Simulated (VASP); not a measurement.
A run of VASP 6.6.1 is set up as follows.

Contents of INCAR:

```
PREC = Accurate
ENCUT = 520
EDIFF = 1E-6
ISMEAR = -1
SIGMA = 0.0517
LREAL = Auto
LASPH = True
NELM = 60
ALGO = Normal
ISIF = 2
LWAVE = False
LCHARG = False
GGA = PS
NBANDS = 186
```

File KPOINTS:

```
Automatic mesh
0
Gamma
  2 2 2
  0.5 0.5 0.5
```

The input POSCAR:

```
Ge
1.0
    0.0000000000     -5.7330928960      5.2042578057
    4.9878589005      2.8665464480      5.2042578057
   -4.9878589005      2.8665464480      5.2042578057
Ge
24
Direct
    0.1500233951      0.4194566810      0.8797924776
    0.5268225539      0.7785172862      0.1808492167
    0.8488800412      0.1085844198      0.5238581959
    0.0266573689      0.8211537801      0.1891369042
    0.3601098323      0.1107701240      0.5338592775
    0.6858687088      0.4551101538      0.8815969576
    0.1745727354      0.8808015196      0.4582490693
    0.4988562884      0.2547324516      0.7643633475
    0.8162629207      0.5717174002      0.1254204932
    0.2984076861      0.5425867187      0.1074372802
    0.6705478691      0.8847696968      0.4219522743
   -0.0074429694      0.2045879061      0.7664055228
    0.5021810753      0.7429814563      0.7344607662
    0.8078523883      0.1089547176      0.0985157696
    0.1671754221      0.4071653073      0.4146909813
    0.8623654575      0.5715438208      0.5536419511
    0.2012177959      0.8932372525      0.9000664353
    0.5330156702      0.2860588981      0.2308161566
    0.3362567919      0.5493495058      0.6046319437
    0.6661293709      0.9387711934      0.8899881374
    0.0176238425      0.2604315757      0.2214242573
    0.9727785698      0.7321684250      0.8044056329
    0.3137368739      0.0711471805      0.1100470379
    0.6691506505      0.4233867368      0.4250690217
```

Potentials or basis: VASP PAW PBE potentials, release 64 (Ge_d).

Run with:

```bash
$ cat potpaw_PBE.64/Ge_d/POTCAR > POTCAR
$ mpirun -np 1 vasp_std > vasp.out
```

(1) What does it give for the largest force?

(2) What does it give for the pressure?

## Answers

(1) 1.429 eV/Å.

(2) 0.9 GPa.

Caveat: the k points lie up to 0.42 Å⁻¹ apart; the atoms stand as in a frame of molecular dynamics; the PAW data sets were made with another functional, which shifts forces and pressure a little.
